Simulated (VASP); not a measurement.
# HfC (P1) in VASP: single point with r2SCAN

Aim: the single point of HfC with r2SCAN.

Everything below comes from runs of VASP 6.6.1. Logs are shortened: lines on timing, memory, paths and dates and some standing lists are left out, and cuts for length are marked.

### 1 The cell of the first run

The typed cell holds 2 atoms: a = 3.522 Å, b = 3.532 Å, c = 3.602 Å, α = 60.76°, β = 60.71°, γ = 60.44°.

### 2 Single point, r2SCAN (atoms moved at random and the cell strained at random)

Contents of POSCAR:

```
HfC
1.0
   -0.0062272098      2.4977160664      2.4835045258
    2.5050198205     -0.0122000185      2.4894773346
    2.5476963546      2.5463654093     -0.0548765527
Hf C
1 1
Direct
    0.0305707029     -0.0468755414     -0.0222675035
    0.2194292971      0.2968755414      0.2722675035
```

Contents of INCAR.step1:

```
SYSTEM = HfC
ALGO = Normal ; EDIFF = 1E-4
ENCUT = 520 ; GGA = PE
ISMEAR = 0 ; LASPH = .True.
LCHARG = .False. ; LREAL = .False.
LWAVE = .True. ; NBANDS = 14
NELM = 100 ; PREC = Accurate
SIGMA = 0.05
```

Contents of INCAR.step2:

```
SYSTEM = HfC
ALGO = Normal ; EDIFF = 1E-6
ENCUT = 520 ; ISIF = 2
ISMEAR = 0 ; ISTART = 1
LASPH = .True. ; LCHARG = .False.
LMIXTAU = .True. ; LREAL = .False.
LWAVE = .False. ; METAGGA = R2SCAN
NBANDS = 14 ; NELM = 100
PREC = Accurate ; SIGMA = 0.05
```

Contents of KPOINTS:

```
k-points
0
Gamma
  12 12 12
  0 0 0
```

Potentials or basis: VASP PAW PBE potentials, release 64 (Hf_pv, C).

Command:

```bash
$ cat potpaw_PBE.64/Hf_pv/POTCAR potpaw_PBE.64/C/POTCAR > POTCAR
$ cp INCAR.step1 INCAR
$ mpirun -np 1 vasp_std > vasp.out
$ cp INCAR.step2 INCAR
$ mpirun -np 1 vasp_std > vasp.out
```

OUTCAR:

```text
SYSTEM = HfC
   EDIFF = 1E-6
   ENCUT = 520
   ISIF = 2
   ISMEAR = 0
   ISTART = 1
   LASPH = .True.
   LREAL = .False.
   METAGGA = R2SCAN
   NELM = 100
   PREC = Accurate

 ion  position               nearest neighbor table
   1  0.031  0.953  0.978-   2 1.93   2 2.12   2 2.37   2 2.41
   2  0.219  0.297  0.272-   1 1.93   1 2.12   1 2.37   1 2.41

  Warning from LATTYP: Got some problem with cell dimensions!
  Tried to take original basis but could not verify dimensions!
  LATTYP: Found a triclinic cell.
 ALAT       =     3.5316809795
 B/A-ratio  =     1.0053296596
 C/A-ratio  =     1.0200422275
 COS(alpha) =     0.0005006535
 COS(beta)  =     0.4884438453
 COS(gamma) =     0.5053105823

  Lattice vectors:

 A1 = (   2.5050198205,  -0.0122000185,   2.4894773346)
 A2 = (   2.5112470303,  -2.5099160849,   0.0059728088)
 A3 = (   2.5476963546,   2.5463654093,  -0.0548765527)

Analysis of symmetry for initial positions (statically):
=====================================================================
 Subroutine PRICEL returns:
 Original cell was already a primitive cell.

 Routine SETGRP: Setting up the symmetry group for a
 triclinic supercell.

 Subroutine GETGRP returns: Found  1 space group operations
 (whereof  1 operations were pure point group operations)
 out of a pool of  2 trial point group operations.

The static configuration has the point symmetry C_1 .

Analysis of symmetry for dynamics (positions and initial velocities):
=====================================================================
 Subroutine PRICEL returns:
 Original cell was already a primitive cell.

 Routine SETGRP: Setting up the symmetry group for a
 triclinic supercell.

 Subroutine GETGRP returns: Found  1 space group operations
 (whereof  1 operations were pure point group operations)
 out of a pool of  2 trial point group operations.

The dynamic configuration has the point symmetry C_1 .

 Subroutine INISYM returns: Found  1 space group operations
 (whereof  1 operations are pure point group operations),
 and found     1 'primitive' translations

----------------------------------------------------------------------------------------

                                     Primitive cell

  volume of cell :      32.1431

  direct lattice vectors                    reciprocal lattice vectors
    -0.006227210  2.497716066  2.483504526    -0.197194524  0.201595144  0.199413608
     2.505019820 -0.012200018  2.489477335     0.201006430 -0.196834392  0.198464761
     2.547696355  2.546365409 -0.054876553     0.194390095  0.194029963 -0.194652856

  length of vectors
     3.522274699  3.531680980  3.602463733     0.345386841  0.344290030  0.336637594

  position of ions in fractional coordinates (direct lattice)
     0.030570703  0.953124459  0.977732497
     0.219429297  0.296875541  0.272267503

  ion indices of the primitive-cell ions
   primitive index   ion index
                 1           1
                 2           2

----------------------------------------------------------------------------------------

 KPOINTS: k-points

Automatic generation of k-mesh.
 Grid dimensions read from file:
 generate k-points for:   12   12   12

 Generating k-lattice:

  Cartesian coordinates                     Fractional coordinates (reciprocal lattice)
    -0.016432877  0.016799595  0.016617801     0.083333333  0.000000000  0.000000000
     0.016750536 -0.016402866  0.016538730     0.000000000  0.083333333  0.000000000
     0.016199175  0.016169164 -0.016221071     0.000000000  0.000000000  0.083333333

  Length of vectors
     0.028782237  0.028690836  0.028053133

  Shift w.r.t. Gamma in fractional coordinates (k-lattice)
     0.000000000  0.000000000  0.000000000

 Subroutine IBZKPT returns following result:
 ===========================================

 Found    868 irreducible k-points:

 Following reciprocal coordinates:
            Coordinates               Weight
  0.000000  0.000000  0.000000      1.000000
  0.083333  0.000000 -0.000000      2.000000
  0.166667  0.000000 -0.000000      2.000000
  0.250000  0.000000 -0.000000      2.000000
  0.333333  0.000000 -0.000000      2.000000
  0.416667 -0.000000 -0.000000      2.000000
[... 16 lines left out ...]
  0.250000  0.166667 -0.000000      2.000000
  0.333333  0.166667 -0.000000      2.000000
 [... further k-points ...]
   k-points           NKPTS =    868   k-points in BZ     NKDIM =    868   number of bands    NBANDS=     14
   number of dos      NEDOS =    301   number of ions     NIONS =      2
   total plane-waves  NPLWV =  21952
   dimension x,y,z NGX =    28 NGY =   28 NGZ =   28
   dimension x,y,z NGXF=    56 NGYF=   56 NGZF=   56
   ions per type =               1   1
   NGX,Y,Z   is equivalent  to a cutoff of  13.22, 13.18, 12.92 a.u.
   NGXF,Y,Z  is equivalent  to a cutoff of  26.43, 26.36, 25.84 a.u.
 SYSTEM =  HfC
   PREC   = accura    normal or accurate (medium, high low for compatibility)
   ISTART =      1    job   : 0-new  1-cont  2-samecut
   ICHARG =      0    charge: 1-file 2-atom 10-const
   ISPIN  =      1    spin polarized calculation?
   LNONCOLLINEAR =      F non collinear calculations
   LSORBIT =      F    spin-orbit coupling
   LASPH  =      T    aspherical Exc in radial PAW
   ENCUT  =  520.0 eV  38.22 Ry    6.18 a.u.   6.55  6.57  6.70*2*pi/ulx,y,z
   NELM   =    100;   NELMIN=  2; NELMDL=  0     # of ELM steps
   EDIFF  = 0.1E-05   stopping-criterion for ELM
   LREAL  =      F    real-space projection
   EDIFFG = 0.1E-04   stopping-criterion for IOM
   NSW    =      0    number of steps for IOM
   IBRION =     -1    ionic relax: 0-MD 1-quasi-New 2-CG
   NFREE  =      0    steps in history (QN), initial steepest desc. (CG)
   ISIF   =      2    stress and relaxation
   ISYM   =      2    0-nonsym 1-usesym 2-fastsym
   POTIM  = 0.5000    time-step for ionic-motion
   TEBEG  =    0.0;   TEEND  =   0.0 temperature during run
   PSTRESS=    0.0 pullay stress
   NELECT =      14.0000    total number of electrons
   NUPDOWN=      -1.0000    fix difference up-down
   EMIN   =  10.00;   EMAX   =-10.00  energy-range for DOS
   EFERMI =   0.00;   METHOD = LEGACY
   ISMEAR =     0;   SIGMA  =   0.05  broadening in eV -4-tet -1-fermi 0-gaus
   EFERMI_NEDOS =   21; number of points for ismear=-14 and -15
   IALGO  =     38    algorithm
   IMIX   =      4    mixing-type and parameters
     AMIX     =   0.40;   BMIX     =  1.00
     AMIX_MAG =   1.60;   BMIX_MAG =  1.00
  volume/ion in A,a.u.               =      16.07       108.46
  Fermi-wavevector in a.u.,A,eV,Ry     =   1.240951  2.345058 20.952434  1.539960
  Thomas-Fermi vector in A             =   2.375370
   LORBIT       =      0    0 simple, 1 ext, 2 COOP (PROOUT), +10 PAW based schemes
   METAGGA = R2SCAN    functional components
   LHFCALC =     F    Hartree Fock is set to
   AEXX    =    0.0000 exact exchange contribution
   IVDW    =     0    specifies the selected vdW correction
   LEPSILON=     F    determine dielectric tensor
   LRPA    =     F    only Hartree local field effects (RPA)
 non-spin polarized calculation
 Gauss-broadening in eV      SIGMA  =   0.05
  energy-cutoff  :      520.00
  volume of cell :       32.14
 maximum number of plane-waves:       892
 NGX is ok and might be reduce to    28
   NGX = 13   NGY = 13   NGZ = 13

 number of electron      14.0000000 magnetization

 Free energy of the ion-electron system (eV)
  ---------------------------------------------------
  ext. energy  EPLUGINS =         0.00000000
  ---------------------------------------------------
  free energy    TOTEN  =       -55.21685347 eV

  energy without entropy =      -55.21683280  energy(sigma->0) =      -55.21684314

 E-fermi :   3.7644     XC(G=0): -11.4141

 val. band max:        3.7158410816   @ k =  -0.0000   0.5000   0.5000
 cond. band min:       3.8358729536   @ k =  -0.0833  -0.4167   0.2500
 fundamental gap:      0.1200318720
 Fermi energy:         3.7643849929

 k-point     1 :       0.0000    0.0000    0.0000
  band No.  band energies     occupation
      1     -27.2430      2.00000
      2     -27.1615      2.00000
      3     -27.1340      2.00000
      4      -7.7371      2.00000
      5       0.9339      2.00000
      6       1.0083      2.00000
      7       1.9265      2.00000
      8       6.5763      0.00000
      9       7.4003      0.00000
     10       7.5835      0.00000
     11      10.9832      0.00000
     12      14.2140      0.00000
     13      15.1933      0.00000
     14      16.4450      0.00000

 k-point     2 :       0.0833    0.0000   -0.0000
  band No.  band energies     occupation
      1     -27.2570      2.00000
      2     -27.1694      2.00000
      3     -27.1398      2.00000
      4      -7.6383      2.00000
      5       0.9231      2.00000
      6       1.0285      2.00000
      7       1.8012      2.00000
      8       6.7058      0.00000
      9       7.2963      0.00000
     10       7.8220      0.00000
     11      10.9813      0.00000
     12      14.2479      0.00000
     13      15.1173      0.00000
     14      16.4450      0.00000

 k-point     3 :       0.1667    0.0000   -0.0000
  band No.  band energies     occupation
      1     -27.3021      2.00000
      2     -27.1880      2.00000
      3     -27.1512      2.00000
      4      -7.3678      2.00000
      5       0.7418      2.00000
      6       1.1942      2.00000
      7       1.6086      2.00000
      8       6.8673      0.00000
      9       7.1246      0.00000
     10       8.5178      0.00000
     11      10.9683      0.00000
     12      14.2325      0.00000
     13      14.9258      0.00000
     14      16.4408      0.00000
[... 324 lines left out ...]
 k-point    23 :       0.2500    0.1667   -0.0000
  band No.  band energies     occupation
      1     -27.3516      2.00000
      2     -27.2129      2.00000
      3     -27.1929      2.00000
      4      -6.8634      2.00000
      5       0.2540      2.00000
      6       1.3043      2.00000
      7       1.9741      2.00000
      8       5.7927      0.00000
      9       7.9304      0.00000
     10       9.6541      0.00000
     11      11.5460      0.00000
     12      12.9562      0.00000
     13      14.0743      0.00000
     14      15.9227      0.00000

 k-point    24 :       0.3333    0.1667   -0.0000
  band No.  band energies     occupation
      1     -27.4073      2.00000
      2     -27.2306      2.00000
      3     -27.2093      2.00000
      4      -6.5174      2.00000
      5       0.0970      2.00000
      6       1.2808      2.00000
      7       2.0532      2.00000
      8       5.8080      0.00000
      9       8.3414      0.00000
     10      10.1728      0.00000
     11      11.4909      0.00000
     12      12.5928      0.00000
     13      13.1467      0.00000
     14      15.2977      0.00000

 [... further k-points ...]
[... 5 lines left out ...]
  --------------------------------------------------------------------------------------
  -------------------------------------------------------------------------------------
  Total       -0.7223940      2.3210138      2.1442538     -1.7039192     -3.6807382      1.4637608
  in kB      -36.0077970    115.6911457    106.8805296    -84.9320077   -183.4667351     72.9612930
  external PRESSURE =      62.1879594 kB  Pullay stress =       0.0000000 kB

 VOLUME and BASIS-vectors are now :
 -----------------------------------------------------------------------------
  energy-cutoff  :      520.00
  volume of cell :       32.14
      direct lattice vectors                 reciprocal lattice vectors
    -0.006227210  2.497716066  2.483504526    -0.197194524  0.201595144  0.199413608
     2.505019820 -0.012200018  2.489477335     0.201006430 -0.196834392  0.198464761
     2.547696355  2.546365409 -0.054876553     0.194390095  0.194029963 -0.194652856

 POSITION                                       TOTAL-FORCE (eV/Angst)
 -----------------------------------------------------------------------------------
      4.87837      2.55439      2.39505         4.326457     -2.137648      2.142078
      1.43597      1.23774      1.26908        -4.326457      2.137648     -2.142078
 -----------------------------------------------------------------------------------
    total drift:                                0.000058     -0.000076     -0.000044

  FREE ENERGIE OF THE ION-ELECTRON SYSTEM (eV)
  ---------------------------------------------------
  free  energy   TOTEN  =       -55.2168534731 eV

  energy  without entropy=      -55.2168328031  energy(sigma->0) =      -55.21684314
```

Run time: 20 min. Hardware: 1 thread of Intel Xeon Platinum 8375C at 2.90GHz (Ice Lake), shared host; peak memory 0.5 GiB.

What came out:

| Property | Result |
| --- | --- |
| Free energy | -55.2169 eV |
| Pressure | 6.2 GPa |
| Largest force | 5.280 eV/Å |
| Band gap on the k mesh | 0.12 eV (least direct gap 0.28 eV) |

Forces in eV/Å, atoms in the order of the input:
```
Hf   4.326 -2.138  2.142
C   -4.326  2.138 -2.142
```

Levels at points of the mesh, in eV from the valence-band top:
```
           k point  band 3  band 4  band 5  band 6  band 7  band 8  band 9  band 10  band 11  band 12
(0.00, 0.00, 0.00)  -30.85  -11.45   -2.78   -2.71   -1.79    2.86    3.68     3.87     7.27    10.50
(0.50, 0.00, 0.00)  -30.90  -10.01   -3.22   -2.54   -1.80    3.52    4.81     5.22     6.27     8.20
(0.00, 0.50, 0.00)  -30.91   -9.28   -3.18   -1.54   -1.08    2.30    3.66     5.11     5.42     6.52
(0.50, 0.50, 0.00)  -30.98   -8.96   -4.39   -0.87   -0.83    1.28    4.73     5.52     5.71     6.30
(0.00, 0.00, 0.50)  -30.93   -9.54   -3.53   -1.97   -1.33    2.92    4.12     5.05     5.98     7.45
(0.50, 0.00, 0.50)  -30.98   -8.94   -4.42   -0.93   -0.70    1.22    4.77     5.48     5.65     6.29
(0.00, 0.50, 0.50)  -30.98   -9.49   -4.13   -0.64    0.00    0.28    5.26     5.41     5.58     6.53
(0.50, 0.50, 0.50)  -30.90  -10.05   -3.17   -2.62   -1.96    3.70    4.94     5.14     6.44     8.42
```

Caveat: the cell differs from its parent crystal (atoms moved at random and the cell strained at random); the cell stands under pressure; the PAW data sets were made with another functional, which shifts forces and pressure a little; spin-orbit coupling is left out, which moves the levels of the heavy elements. A k mesh can miss the band edges.
